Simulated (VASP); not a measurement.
# Al (Fm-3m) in VASP: a series of runs

Runs on Al. Level: PBE. Tasks: single point, relaxation of cell and atoms.

Program: VASP 6.6.1. These are calculated values, not measurements. Logs are shortened: lines on timing, memory, paths and dates and some standing lists are left out, and cuts for length are marked.

## (1) The cell of the first run

Symmetry: Fm-3m, No. 225, cubic system. The conventional cell has a = 4.039 Å, b = 4.039 Å, c = 4.039 Å, α = 90.00°, β = 90.00°, γ = 90.00°. Al (site symmetry m-3m) has 12 Al at 2.86 Å within 3.8 Å.

## (2) Single point, PBE

Contents of INCAR:

```
ALGO = Normal
EDIFF = 1E-6
ENCUT = 520
GGA = PE
ISIF = 2
ISMEAR = 0
LASPH = True
LCHARG = False
LREAL = False
LWAVE = False
NBANDS = 8
NELM = 100
PREC = Accurate
SIGMA = 0.1
```

Contents of KPOINTS:

```
k-points
0
Gamma
  8 8 8
```

Contents of POSCAR:

```
Al
1.0
    0.0000000000      2.0194648500      2.0194648500
    2.0194648500      0.0000000000      2.0194648500
    2.0194648500      2.0194648500      0.0000000000
Al
1
Direct
    0.0000000000      0.0000000000      0.0000000000
```

Potentials or basis: VASP PAW PBE potentials, release 64 (Al).

The run is started by

```
cat potpaw_PBE.64/Al/POTCAR > POTCAR
mpirun -np 1 vasp_std > vasp.out
```

OUTCAR:

```text
EDIFF = 1E-6
   ENCUT = 520
   GGA = PE
   ISIF = 2
   ISMEAR = 0
   LASPH = True
   LREAL = False
   NELM = 100
   PREC = Accurate

 ion  position               nearest neighbor table
   1  0.000  0.000  0.000-

  LATTYP: Found a face centered cubic cell.
 ALAT       =     4.0389297000

  Lattice vectors:

 A1 = (   0.0000000000,   2.0194648500,   2.0194648500)
 A2 = (   2.0194648500,   0.0000000000,   2.0194648500)
 A3 = (   2.0194648500,   2.0194648500,   0.0000000000)

Analysis of symmetry for initial positions (statically):
=====================================================================
 Subroutine PRICEL returns:
 Original cell was already a primitive cell.

 Routine SETGRP: Setting up the symmetry group for a
 face centered cubic supercell.

 Subroutine GETGRP returns: Found 48 space group operations
 (whereof 48 operations were pure point group operations)
 out of a pool of 48 trial point group operations.

The static configuration has the point symmetry O_h .

Analysis of symmetry for dynamics (positions and initial velocities):
=====================================================================
 Subroutine PRICEL returns:
 Original cell was already a primitive cell.

 Routine SETGRP: Setting up the symmetry group for a
 face centered cubic supercell.

 Subroutine GETGRP returns: Found 48 space group operations
 (whereof 48 operations were pure point group operations)
 out of a pool of 48 trial point group operations.

The dynamic configuration has the point symmetry O_h .

 Subroutine INISYM returns: Found 48 space group operations
 (whereof 48 operations are pure point group operations),
 and found     1 'primitive' translations

----------------------------------------------------------------------------------------

                                     Primitive cell

  volume of cell :      16.4717

  direct lattice vectors                    reciprocal lattice vectors
     0.000000000  2.019464850  2.019464850    -0.247590346  0.247590346  0.247590346
     2.019464850  0.000000000  2.019464850     0.247590346 -0.247590346  0.247590346
     2.019464850  2.019464850  0.000000000     0.247590346  0.247590346 -0.247590346

  length of vectors
     2.855954580  2.855954580  2.855954580     0.428839058  0.428839058  0.428839058

  position of ions in fractional coordinates (direct lattice)
     0.000000000  0.000000000  0.000000000

  ion indices of the primitive-cell ions
   primitive index   ion index
                 1           1

----------------------------------------------------------------------------------------

 KPOINTS: k-points

Automatic generation of k-mesh.
 Grid dimensions read from file:
 generate k-points for:    8    8    8

 Generating k-lattice:

  Cartesian coordinates                     Fractional coordinates (reciprocal lattice)
    -0.030948793  0.030948793  0.030948793     0.125000000  0.000000000  0.000000000
     0.030948793 -0.030948793  0.030948793     0.000000000  0.125000000  0.000000000
     0.030948793  0.030948793 -0.030948793     0.000000000  0.000000000  0.125000000

  Length of vectors
     0.053604882  0.053604882  0.053604882

  Shift w.r.t. Gamma in fractional coordinates (k-lattice)
     0.000000000  0.000000000  0.000000000

 Subroutine IBZKPT returns following result:
 ===========================================

 Found     29 irreducible k-points:

 Following reciprocal coordinates:
            Coordinates               Weight
  0.000000  0.000000  0.000000      1.000000
  0.125000  0.000000  0.000000      8.000000
  0.250000  0.000000  0.000000      8.000000
  0.375000  0.000000  0.000000      8.000000
  0.500000  0.000000  0.000000      4.000000
  0.125000  0.125000  0.000000      6.000000
[... 16 lines left out ...]
  0.500000  0.250000  0.125000     48.000000
 -0.375000  0.250000  0.125000     24.000000
 [... further k-points ...]
   k-points           NKPTS =     29   k-points in BZ     NKDIM =     29   number of bands    NBANDS=      8
   number of dos      NEDOS =    301   number of ions     NIONS =      1
   total plane-waves  NPLWV =  13824
   dimension x,y,z NGX =    24 NGY =   24 NGZ =   24
   dimension x,y,z NGXF=    48 NGYF=   48 NGZF=   48
   ions per type =               1
   NGX,Y,Z   is equivalent  to a cutoff of  13.97, 13.97, 13.97 a.u.
   NGXF,Y,Z  is equivalent  to a cutoff of  27.94, 27.94, 27.94 a.u.
 SYSTEM =  unknown system
   PREC   = accura    normal or accurate (medium, high low for compatibility)
   ISTART =      0    job   : 0-new  1-cont  2-samecut
   ICHARG =      2    charge: 1-file 2-atom 10-const
   ISPIN  =      1    spin polarized calculation?
   LNONCOLLINEAR =      F non collinear calculations
   LSORBIT =      F    spin-orbit coupling
   LASPH  =      T    aspherical Exc in radial PAW
   ENCUT  =  520.0 eV  38.22 Ry    6.18 a.u.   5.31  5.31  5.31*2*pi/ulx,y,z
   NELM   =    100;   NELMIN=  2; NELMDL= -5     # of ELM steps
   EDIFF  = 0.1E-05   stopping-criterion for ELM
   LREAL  =      F    real-space projection
[... 7 lines left out ...]
   TEBEG  =    0.0;   TEEND  =   0.0 temperature during run
   PSTRESS=    0.0 pullay stress
   NELECT =       3.0000    total number of electrons
   NUPDOWN=      -1.0000    fix difference up-down
   EMIN   =  10.00;   EMAX   =-10.00  energy-range for DOS
   EFERMI =   0.00;   METHOD = LEGACY
   ISMEAR =     0;   SIGMA  =   0.10  broadening in eV -4-tet -1-fermi 0-gaus
   EFERMI_NEDOS =   21; number of points for ismear=-14 and -15
   IALGO  =     38    algorithm
   IMIX   =      4    mixing-type and parameters
     AMIX     =   0.40;   BMIX     =  1.00
     AMIX_MAG =   1.60;   BMIX_MAG =  1.00
  volume/ion in A,a.u.               =      16.47       111.16
  Fermi-wavevector in a.u.,A,eV,Ry     =   0.927974  1.753616 11.716453  0.861135
  Thomas-Fermi vector in A             =   2.054101
   LORBIT       =      0    0 simple, 1 ext, 2 COOP (PROOUT), +10 PAW based schemes
   GGA     = PE    functional components
   LHFCALC =     F    Hartree Fock is set to
   AEXX    =    0.0000 exact exchange contribution
   IVDW    =     0    specifies the selected vdW correction
   LEPSILON=     F    determine dielectric tensor
   LRPA    =     F    only Hartree local field effects (RPA)
 non-spin polarized calculation
 Gauss-broadening in eV      SIGMA  =   0.10
  energy-cutoff  :      520.00
  volume of cell :       16.47
 maximum number of plane-waves:       459
 NGX is ok and might be reduce to    24
   NGX = 11   NGY = 11   NGZ = 11

 number of electron       3.0000000 magnetization

 Free energy of the ion-electron system (eV)
  ---------------------------------------------------
  ext. energy  EPLUGINS =         0.00000000
  ---------------------------------------------------
  free energy    TOTEN  =        -3.74155593 eV

  energy without entropy =       -3.73842774  energy(sigma->0) =       -3.73999183

 E-fermi :   8.0774     XC(G=0): -10.2017

 val. band max:        7.6926389195   @ k =  -0.2500   0.3750   0.1250
 cond. band min:       8.1544759488   @ k =   0.5000   0.2500   0.1250
 fundamental gap:      0.4618370294
 Fermi energy:         8.0773552502

 k-point     1 :       0.0000    0.0000    0.0000
  band No.  band energies     occupation
      1      -3.1271      2.00000
      2      20.6483      0.00000
      3      20.6483      0.00000
      4      20.6483      0.00000
      5      22.1537      0.00000
      6      22.1537      0.00000
      7      22.1537      0.00000
      8      24.4989      0.00000

 k-point     2 :       0.1250    0.0000    0.0000
  band No.  band energies     occupation
      1      -2.7023      2.00000
      2      16.3433      0.00000
      3      19.7064      0.00000
      4      19.7064      0.00000
      5      22.7547      0.00000
      6      23.6960      0.00000
      7      23.6960      0.00000
      8      25.6998      0.00000

 k-point     3 :       0.2500    0.0000    0.0000
  band No.  band energies     occupation
      1      -1.4355      2.00000
      2      11.4623      0.00000
      3      18.9401      0.00000
      4      18.9401      0.00000
      5      22.3912      0.00000
      6      22.7938      0.00000
      7      22.7938      0.00000
      8      26.8008      0.00000

 k-point     4 :       0.3750    0.0000    0.0000
  band No.  band energies     occupation
      1       0.6512      2.00000
      2       7.1520      2.00000
      3      18.8491      0.00000
      4      18.8491      0.00000
      5      20.7994      0.00000
      6      20.7994      0.00000
      7      22.4618      0.00000
      8      24.7354      0.00000

 k-point     5 :       0.5000    0.0000    0.0000
  band No.  band energies     occupation
      1       3.4190      2.00000
      2       3.6379      2.00000
      3      19.4486      0.00000
      4      19.4486      0.00000
      5      19.4875      0.00000
      6      19.4875      0.00000
      7      23.1560      0.00000
      8      23.3241      0.00000

 k-point     6 :       0.1250    0.1250    0.0000
  band No.  band energies     occupation
      1      -2.5609      2.00000
      2      17.9442      0.00000
      3      17.9442      0.00000
      4      18.1800      0.00000
      5      20.9980      0.00000
      6      22.6702      0.00000
      7      25.6646      0.00000
      8      25.6646      0.00000

 k-point     7 :       0.2500    0.1250    0.0000
  band No.  band energies     occupation
      1      -1.5757      2.00000
      2      13.3260      0.00000
      3      16.8775      0.00000
      4      18.3918      0.00000
      5      19.6415      0.00000
      6      22.1865      0.00000
      7      26.0962      0.00000
      8      26.2517      0.00000

 k-point     8 :       0.3750    0.1250    0.0000
  band No.  band energies     occupation
      1       0.2360      2.00000
      2       8.8540      0.00000
      3      16.5289      0.00000
      4      17.2486      0.00000
      5      18.2414      0.00000
      6      24.2828      0.00000
      7      25.0991      0.00000
      8      26.3307      0.00000

 k-point     9 :       0.5000    0.1250    0.0000
  band No.  band energies     occupation
      1       2.8403      2.00000
      2       5.0174      2.00000
      3      15.6218      0.00000
      4      16.9026      0.00000
      5      18.6777      0.00000
      6      22.7630      0.00000
      7      25.5597      0.00000
      8      26.7216      0.00000

 k-point    10 :      -0.3750    0.1250    0.0000
  band No.  band energies     occupation
      1       1.8880      2.00000
      2       6.2137      2.00000
      3      14.7397      0.00000
      4      18.0002      0.00000
      5      19.8640      0.00000
      6      21.9155      0.00000
      7      24.7397      0.00000
      8      27.6815      0.00000
[... 78 lines left out ...]
 k-point    18 :       0.3750    0.3750    0.0000
  band No.  band energies     occupation
      1       1.8812      2.00000
      2      10.6089      0.00000
      3      13.8372      0.00000
      4      14.1033      0.00000
      5      14.1033      0.00000
      6      17.6166      0.00000
      7      31.8107      0.00000
      8      33.3640      0.00000

 k-point    19 :       0.5000    0.3750    0.0000
  band No.  band energies     occupation
      1       3.8860      2.00000
      2       8.3923      0.00001
      3      10.2336      0.00000
      4      13.9850      0.00000
      5      15.3466      0.00000
      6      19.5217      0.00000
      7      31.0680      0.00000
      8      33.1497      0.00000

 k-point    20 :      -0.3750    0.3750    0.0000
  band No.  band energies     occupation
      1       6.1306      2.00000
      2       6.6554      2.00000
      3       7.6252      2.00000
      4      14.5929      0.00000
      5      16.2345      0.00000
      6      23.7255      0.00000
      7      29.8455      0.00000
      8      30.2172      0.00000

 k-point    21 :       0.5000    0.5000    0.0000
  band No.  band energies     occupation
      1       5.0918      2.00000
      2       6.4178      2.00000
      3      13.2784      0.00000
      4      13.6220      0.00000
      5      13.6220      0.00000
      6      17.1038      0.00000
      7      33.4524      0.00000
      8      34.9654      0.00000

 k-point    22 :       0.3750    0.2500    0.1250
  band No.  band energies     occupation
      1      -0.3191      2.00000
      2      11.8701      0.00000
      3      13.2865      0.00000
      4      16.8128      0.00000
      5      20.1717      0.00000
      6      21.9693      0.00000
      7      24.9887      0.00000
      8      28.3361      0.00000

 k-point    23 :       0.5000    0.2500    0.1250
  band No.  band energies     occupation
      1       1.7499      2.00000
      2       8.1545      0.27543
      3      12.6040      0.00000
      4      14.6730      0.00000
      5      20.8061      0.00000
      6      22.9022      0.00000
      7      25.0437      0.00000
      8      29.0186      0.00000

 k-point    24 :      -0.3750    0.2500    0.1250
  band No.  band energies     occupation
      1       4.4665      2.00000
      2       4.7315      2.00000
      3      12.9925      0.00000
      4      13.4843      0.00000
      5      21.3390      0.00000
      6      21.7618      0.00000
      7      28.3588      0.00000
      8      28.6566      0.00000

 [... further k-points ...]
[... 5 lines left out ...]
  --------------------------------------------------------------------------------------
  -------------------------------------------------------------------------------------
  Total        0.0184999      0.0184999      0.0184999     -0.0000000      0.0000000      0.0000000
  in kB        1.7994581      1.7994581      1.7994581     -0.0000000      0.0000000      0.0000000
  external PRESSURE =       1.7994581 kB  Pullay stress =       0.0000000 kB

 VOLUME and BASIS-vectors are now :
 -----------------------------------------------------------------------------
  energy-cutoff  :      520.00
  volume of cell :       16.47
      direct lattice vectors                 reciprocal lattice vectors
     0.000000000  2.019464850  2.019464850    -0.247590346  0.247590346  0.247590346
     2.019464850  0.000000000  2.019464850     0.247590346 -0.247590346  0.247590346
     2.019464850  2.019464850  0.000000000     0.247590346  0.247590346 -0.247590346

 POSITION                                       TOTAL-FORCE (eV/Angst)
 -----------------------------------------------------------------------------------
      0.00000      0.00000      0.00000         0.000000      0.000000      0.000000
 -----------------------------------------------------------------------------------
    total drift:                                0.000000      0.000000     -0.000000

  FREE ENERGIE OF THE ION-ELECTRON SYSTEM (eV)
  ---------------------------------------------------
  free  energy   TOTEN  =        -3.7415559289 eV

  energy  without entropy=       -3.7384277360  energy(sigma->0) =       -3.73999183
```

Wall time 4 s (1 thread of AMD EPYC 7R43 (Zen 3), shared host); peak memory 0.09 GiB.

What came out:

```
Free energy : -3.7416 eV
Pressure    : 0.2 GPa
```

Levels at points of the mesh, in eV from the Fermi level:
```csv
k point,band 1,band 2,band 3,band 4
"(0.00, 0.00, 0.00)",-11.20,12.57,12.57,12.57
"(0.50, 0.00, 0.00)",-4.66,-4.44,11.37,11.37
"(0.50, 0.50, 0.00)",-2.99,-1.66,5.20,5.54
```

## (3) Single point, PBE

This run uses another cell than the first one, of 16.50 Å³/atom, 1.002 times its volume.

Contents of INCAR:

```
PREC = Accurate ; ENCUT = 520
EDIFF = 1E-6 ; ISMEAR = 0
SIGMA = 0.1 ; LREAL = False
LASPH = True ; NELM = 60
ALGO = Normal ; ISIF = 2
LWAVE = False ; LCHARG = True
GGA = PE ; LELF = True
LVHAR = True ; NBANDS = 8
```

Contents of KPOINTS:

```
Automatic mesh
0
Gamma
  18 18 18
```

Contents of POSCAR:

```
Al
1.0
    0.0000000000      2.0208104482      2.0208104482
    2.0208104482      0.0000000000      2.0208104482
    2.0208104482      2.0208104482      0.0000000000
Al
1
Direct
    0.0000000000      0.0000000000      0.0000000000
```

Potentials or basis: VASP PAW PBE potentials, release 64 (Al).

The run is started by

```
cat potpaw_PBE.64/Al/POTCAR > POTCAR
mpirun -np 1 vasp_std > vasp.out
```

Wall time 22 s (1 thread of AMD EPYC 7R43 (Zen 3), shared host); peak memory 0.11 GiB.

The run converged. Its results:

```
Free energy : -3.7445 eV
Pressure    : -0.1 GPa
```

Levels at points of the mesh, in eV from the Fermi level:
| k point | band 1 | band 2 | band 3 | band 4 | band 5 |
| --- | --- | --- | --- | --- | --- |
| (0.00, 0.00, 0.00) | -11.12 | 12.63 | 12.63 | 12.63 | 14.12 |
| (0.50, 0.00, 0.00) | -4.58 | -4.37 | 11.42 | 11.42 | 11.47 |
| (0.50, 0.50, 0.00) | -2.91 | -1.59 | 5.27 | 5.60 | 5.60 |

[end of part 1 of 2]
